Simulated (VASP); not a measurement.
# MgB2 (P6/mmm) in VASP: notebook

Runs on MgB2. Level: PBEsol. Tasks: relaxation of cell and atoms.

All numbers are computed with VASP 6.6.1; they aren't measurements. Logs are shortened: lines on timing, memory, paths and dates and some standing lists are left out, and cuts for length are marked.

### Step 1. The cell of the first run

It takes space group P6/mmm (No. 191, hexagonal). Conventional cell: a = 3.065 Å, b = 3.065 Å, c = 3.497 Å, α = 90.00°, β = 90.00°, γ = 120.00°. Mg (site symmetry 6/mmm) has 12 B at 2.49 Å and 6 Mg at 3.06 Å within 3.3 Å. B (site symmetry -6m2) has 3 B at 1.77 Å and 6 Mg at 2.49 Å within 2.5 Å.

### Step 2. Relaxation of cell and atoms, PBEsol, target pressure 10 GPa, at which the enthalpy is minimised

Input file INCAR:

```
  PREC = Accurate
  ENCUT = 600
  EDIFF = 1E-6
  ISMEAR = -1
  SIGMA = 0.1
  LREAL = False
  LASPH = True
  NELM = 100
  ALGO = Normal
  ISIF = 3
  LWAVE = False
  LCHARG = False
  GGA = PS
  IBRION = 2
  NSW = 100
  EDIFFG = -0.002
  PSTRESS = 100.0
```

Input file KPOINTS:

```
regular mesh
0
Gamma
  16 16 12
```

Input file POSCAR:

```
MgB2
1.0
    3.0645010570      0.0000000000      0.0000000000
   -1.5322505285      2.6539357653      0.0000000000
    0.0000000000      0.0000000000      3.4965793458
Mg B
1 2
Direct
    0.0000000000      0.0000000000      0.0000000000
    0.3333333333      0.6666666667      0.5000000000
    0.6666666667      0.3333333333      0.5000000000
```

Potentials or basis: VASP PAW PBE potentials, release 64 (Mg, B).

Run with:

```bash
> cat potpaw_PBE.64/Mg/POTCAR potpaw_PBE.64/B/POTCAR > POTCAR
> mpirun -np 1 vasp_std > vasp.out
```

OUTCAR:

```text
PREC = Accurate
   ENCUT = 600
   EDIFF = 1E-6
   ISMEAR = -1
   LREAL = False
   LASPH = True
   NELM = 100
   ISIF = 3
   GGA = PS
   IBRION = 2
   NSW = 100
   EDIFFG = -0.002
   PSTRESS = 100.0

 ion  position               nearest neighbor table
   1  0.000  0.000  0.000-   2 2.49   3 2.49   2 2.49   3 2.49   3 2.49   3 2.49   2 2.49   2 2.49
                             3 2.49   3 2.49   2 2.49   2 2.49
   2  0.333  0.667  0.500-   3 1.77   3 1.77   3 1.77   1 2.49   1 2.49   1 2.49   1 2.49   1 2.49
                             1 2.49
   3  0.667  0.333  0.500-   2 1.77   2 1.77   2 1.77   1 2.49   1 2.49   1 2.49   1 2.49   1 2.49
                             1 2.49

  LATTYP: Found a hexagonal cell.
 ALAT       =     3.0645010570
 C/A-ratio  =     1.1409946614

  Lattice vectors:

 A1 = (   3.0645010570,   0.0000000000,   0.0000000000)
 A2 = (  -1.5322505285,   2.6539357653,   0.0000000000)
 A3 = (   0.0000000000,   0.0000000000,   3.4965793458)

Analysis of symmetry for initial positions (statically):
=====================================================================
 Subroutine PRICEL returns:
 Original cell was already a primitive cell.

 Routine SETGRP: Setting up the symmetry group for a
 hexagonal supercell.

 Subroutine GETGRP returns: Found 24 space group operations
 (whereof 24 operations were pure point group operations)
 out of a pool of 24 trial point group operations.

The static configuration has the point symmetry D_6h.

Analysis of symmetry for dynamics (positions and initial velocities):
=====================================================================
 Subroutine PRICEL returns:
 Original cell was already a primitive cell.

 Routine SETGRP: Setting up the symmetry group for a
 hexagonal supercell.

 Subroutine GETGRP returns: Found 24 space group operations
 (whereof 24 operations were pure point group operations)
 out of a pool of 24 trial point group operations.

The dynamic configuration has the point symmetry D_6h.

 Subroutine INISYM returns: Found 24 space group operations
 (whereof 24 operations are pure point group operations),
 and found     1 'primitive' translations

----------------------------------------------------------------------------------------

                                     Primitive cell

  volume of cell :      28.4376

  direct lattice vectors                    reciprocal lattice vectors
     3.064501057  0.000000000  0.000000000     0.326317394  0.188399435  0.000000000
    -1.532250529  2.653935765  0.000000000     0.000000000  0.376798871  0.000000000
     0.000000000  0.000000000  3.496579346     0.000000000  0.000000000  0.285993796

  length of vectors
     3.064501057  3.064501057  3.496579346     0.376798871  0.376798871  0.285993796

  position of ions in fractional coordinates (direct lattice)
     0.000000000  0.000000000  0.000000000
     0.333333333  0.666666667  0.500000000
     0.666666667  0.333333333  0.500000000

  ion indices of the primitive-cell ions
   primitive index   ion index
                 1           1
                 2           2
                 3           3

----------------------------------------------------------------------------------------

 KPOINTS: regular mesh

Automatic generation of k-mesh.
 Grid dimensions read from file:
 generate k-points for:   16   16   12

 Generating k-lattice:

  Cartesian coordinates                     Fractional coordinates (reciprocal lattice)
     0.020394837  0.011774965  0.000000000     0.062500000 -0.000000000  0.000000000
     0.000000000  0.023549929  0.000000000     0.000000000  0.062500000  0.000000000
     0.000000000  0.000000000  0.023832816     0.000000000  0.000000000  0.083333333

  Length of vectors
     0.023549929  0.023549929  0.023832816

  Shift w.r.t. Gamma in fractional coordinates (k-lattice)
     0.000000000  0.000000000  0.000000000

 Subroutine IBZKPT returns following result:
 ===========================================

 Found    210 irreducible k-points:

 Following reciprocal coordinates:
            Coordinates               Weight
  0.000000  0.000000  0.000000      1.000000
  0.062500 -0.000000  0.000000      6.000000
  0.125000 -0.000000  0.000000      6.000000
  0.187500  0.000000  0.000000      6.000000
  0.250000 -0.000000  0.000000      6.000000
  0.312500  0.000000  0.000000      6.000000
[... 16 lines left out ...]
  0.187500  0.187500  0.000000      6.000000
  0.250000  0.187500  0.000000     12.000000
 [... further k-points ...]
   k-points           NKPTS =    210   k-points in BZ     NKDIM =    210   number of bands    NBANDS=      8
   number of dos      NEDOS =    301   number of ions     NIONS =      3
   total plane-waves  NPLWV =  16128
   dimension x,y,z NGX =    24 NGY =   24 NGZ =   28
   dimension x,y,z NGXF=    48 NGYF=   48 NGZF=   56
   ions per type =               1   2
   NGX,Y,Z   is equivalent  to a cutoff of  13.02, 13.02, 13.31 a.u.
   NGXF,Y,Z  is equivalent  to a cutoff of  26.04, 26.04, 26.63 a.u.
 SYSTEM =  unknown system
   PREC   = accura    normal or accurate (medium, high low for compatibility)
   ISTART =      0    job   : 0-new  1-cont  2-samecut
   ICHARG =      2    charge: 1-file 2-atom 10-const
   ISPIN  =      1    spin polarized calculation?
   LNONCOLLINEAR =      F non collinear calculations
   LSORBIT =      F    spin-orbit coupling
   LASPH  =      T    aspherical Exc in radial PAW
   ENCUT  =  600.0 eV  44.10 Ry    6.64 a.u.   6.12  6.12  6.98*2*pi/ulx,y,z
   NELM   =    100;   NELMIN=  2; NELMDL= -5     # of ELM steps
   EDIFF  = 0.1E-05   stopping-criterion for ELM
   LREAL  =      F    real-space projection
   EDIFFG = -.2E-02   stopping-criterion for IOM
   NSW    =    100    number of steps for IOM
   IBRION =      2    ionic relax: 0-MD 1-quasi-New 2-CG
   NFREE  =      1    steps in history (QN), initial steepest desc. (CG)
   ISIF   =      3    stress and relaxation
   ISYM   =      2    0-nonsym 1-usesym 2-fastsym
   POTIM  = 0.5000    time-step for ionic-motion
   TEBEG  =    0.0;   TEEND  =   0.0 temperature during run
   PSTRESS=  100.0 pullay stress
   NELECT =       8.0000    total number of electrons
   NUPDOWN=      -1.0000    fix difference up-down
   EMIN   =  10.00;   EMAX   =-10.00  energy-range for DOS
   EFERMI =   0.00;   METHOD = LEGACY
   ISMEAR =    -1;   SIGMA  =   0.10  broadening in eV -4-tet -1-fermi 0-gaus
   EFERMI_NEDOS =   21; number of points for ismear=-14 and -15
   IALGO  =     38    algorithm
   IMIX   =      4    mixing-type and parameters
     AMIX     =   0.40;   BMIX     =  1.00
     AMIX_MAG =   1.60;   BMIX_MAG =  1.00
  volume/ion in A,a.u.               =       9.48        63.97
  Fermi-wavevector in a.u.,A,eV,Ry     =   1.072689  2.027087 15.655689  1.150661
  Thomas-Fermi vector in A             =   2.208466
   LORBIT       =      0    0 simple, 1 ext, 2 COOP (PROOUT), +10 PAW based schemes
   GGA     = PS    functional components
   LHFCALC =     F    Hartree Fock is set to
   AEXX    =    0.0000 exact exchange contribution
   IVDW    =     0    specifies the selected vdW correction
   LEPSILON=     F    determine dielectric tensor
   LRPA    =     F    only Hartree local field effects (RPA)
 conjugate gradient relaxation of ions
 non-spin polarized calculation
  energy-cutoff  :      600.00
  volume of cell :       28.44
 maximum number of plane-waves:       964
   NGX = 13   NGY = 13   NGZ = 13

--------------------------------------- Ionic step        1  -------------------------------------------

 number of electron       8.0000000 magnetization

 Free energy of the ion-electron system (eV)
  ---------------------------------------------------
  ext. energy  EPLUGINS =         0.00000000
  ---------------------------------------------------
  free energy    TOTEN  =       -16.23715567 eV

  energy without entropy =      -16.21493989  energy(sigma->0) =      -16.22604778

------------------------ aborting loop because EDIFF is reached ----------------------------------------

  FORCE on cell =-STRESS in cart. coord.  units (eV):
  Direction    XX          YY          ZZ          XY          YZ          ZX
  --------------------------------------------------------------------------------------
  -------------------------------------------------------------------------------------
  Total        0.0057873      0.0057873     -0.0295132     -0.0000000      0.0000000     -0.0000000
  in kB        0.3260582      0.3260582     -1.6627760     -0.0000000      0.0000000     -0.0000000
  external PRESSURE =    -100.3368866 kB  Pullay stress =     100.0000000 kB
[... 219 lines left out ...]
  enthalpy is  TOTEN    =       -14.5173100885 eV   P V=        1.6699370808

--------------------------------------- Ionic step        7  -------------------------------------------

 number of electron       8.0000000 magnetization

 Free energy of the ion-electron system (eV)
  ---------------------------------------------------
  ext. energy  EPLUGINS =         0.00000000
  ---------------------------------------------------
  free energy    TOTEN  =       -16.18765769 eV

  energy without entropy =      -16.16639791  energy(sigma->0) =      -16.17702780

 E-fermi :   5.7602     XC(G=0): -11.3254

 val. band max:        5.7302653387   @ k =   0.3125   0.3125   0.2500
 cond. band min:       5.7669856314   @ k =   0.4375   0.0000   0.0000
 fundamental gap:      0.0367202926
 Fermi energy:         5.7602104245

 k-point     1 :       0.0000    0.0000    0.0000
  band No.  band energies     occupation
      1      -7.1057      2.00000
      2       2.8441      2.00000
      3       6.1381      0.04466
      4       6.1381      0.04466
      5       7.8528      0.00000
      6      12.2692      0.00000
      7      12.2692      0.00000
      8      14.5512      0.00000
[... 243 lines left out ...]
 k-point    24 :       0.2500    0.1875    0.0000
  band No.  band energies     occupation
      1      -4.5473      2.00000
      2       0.4977      2.00000
      3       1.8590      2.00000
      4       5.2518      1.98769
      5      10.2865      0.00000
      6      10.6452      0.00000
      7      13.0782      0.00000
      8      14.3641      0.00000

 [... further k-points ...]

------------------------ aborting loop because EDIFF is reached ----------------------------------------

  FORCE on cell =-STRESS in cart. coord.  units (eV):
  Direction    XX          YY          ZZ          XY          YZ          ZX
  --------------------------------------------------------------------------------------
  -------------------------------------------------------------------------------------
  Total        1.6673986      1.6673986      1.6754334      0.0000000     -0.0000000      0.0000000
  in kB       99.8235263     99.8235263    100.3045505      0.0000000     -0.0000000      0.0000000
  external PRESSURE =      -0.0161323 kB  Pullay stress =     100.0000000 kB
[... 18 lines left out ...]
  FREE ENERGIE OF THE ION-ELECTRON SYSTEM (eV)
  ---------------------------------------------------
  free  energy   TOTEN  =       -16.1876576937 eV

  energy  without entropy=      -16.1663979145  energy(sigma->0) =      -16.17702780

  enthalpy is  TOTEN    =       -14.5173113620 eV   P V=        1.6703463317

 reached required accuracy - stopping structural energy minimisation
```

Wall time 2.3 min (1 thread of Intel Xeon 8259CL, shared host); peak memory 0.21 GiB.

What came out:

```yaml
Free_energy: -16.1877 eV
Relaxed_volume: 8.92 Å³/atom
Relaxed_cell: a = 3.017 Å, b = 3.017 Å, c = 3.395 Å, α = 90.00°, β = 90.00°, γ = 120.00°
Space_group_after_relaxing_to_0.1_Å: P6/mmm (No. 191)
Energy_change_on_relaxing_the_run_minimises_the_enthalpy: +16.5 meV/atom
Ionic_steps: 7
Pressure_after_relaxing: 10.0 GPa
Band_gap_on_the_k_mesh: zero (bands 4 and 5 overlap by 3.28 eV)
```

The path:
| step | energy change (eV) | largest force (eV/Å) | pressure (GPa) | volume (Å³) |
| --- | --- | --- | --- | --- |
| 1 | 0.0000 | 0.0000 | -0.03 | 28.44 |
| 2 | 0.1102 | 0.0000 | 15.99 | 26.06 |
| 3 | 0.0474 | 0.0000 | 10.02 | 26.84 |
| 4 | 0.0488 | 0.0000 | 10.02 | 26.78 |
| 5 | 0.0498 | 0.0000 | 10.02 | 26.76 |
| 6 | 0.0499 | 0.0000 | 10.03 | 26.76 |
| 7 | 0.0495 | 0.0000 | 10.00 | 26.76 |

Final structure:
```cif
data_structure
_symmetry_space_group_name_H-M 'P 1'
_symmetry_Int_Tables_number 1
_cell_length_a 3.0168
_cell_length_b 3.0168
_cell_length_c 3.3955
_cell_angle_alpha 90.000
_cell_angle_beta 90.000
_cell_angle_gamma 120.000
_cell_volume 26.76
loop_
_atom_site_label
_atom_site_type_symbol
_atom_site_fract_x
_atom_site_fract_y
_atom_site_fract_z
_atom_site_occupancy
Mg1 Mg 0.00000 0.00000 0.00000 1
B1 B 0.33333 0.66667 0.50000 1
B2 B 0.66667 0.33333 0.50000 1
```

Caveat: the cell is relaxed towards a set pressure, so the run minimises the enthalpy, not the energy; the PAW data sets were made with another functional, which shifts forces and pressure a little.

[end of part 1 of 3]

The gap in the log of VASP goes by the Fermi energy; the results here count the filled bands.